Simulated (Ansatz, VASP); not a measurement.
**W in VASP and in Ansatz**

```
W
1.0
    -1.59217    1.59217    1.59217
     1.59217   -1.59217    1.59217
     1.59217    1.59217   -1.59217
W
1
Direct
  0.00000 0.00000 0.00000
```

Alike in both runs: task single point; functional PBE; k mesh 14 × 14 × 14; no spin polarisation.

|  | VASP | Ansatz |
| --- | --- | --- |
| version | VASP 6.6.1 | Ansatz 0.2.0 |
| potentials or method | VASP PAW PBE potentials, release 64 (W_sv), cutoff 520 eV | plane waves (420 eV) with PAW, scalar-relativistic |
| occupations | methfessel-paxton of order 1, width 0.03 eV | cold, width 0.03 eV |
| valence electrons in the cell | 14 | 14 |

|  | VASP | Ansatz | Ansatz less VASP |
| --- | --- | --- | --- |
| pressure (GPa) | 0.9 | 0.4 | -0.48 |

Spin-orbit coupling is off throughout.
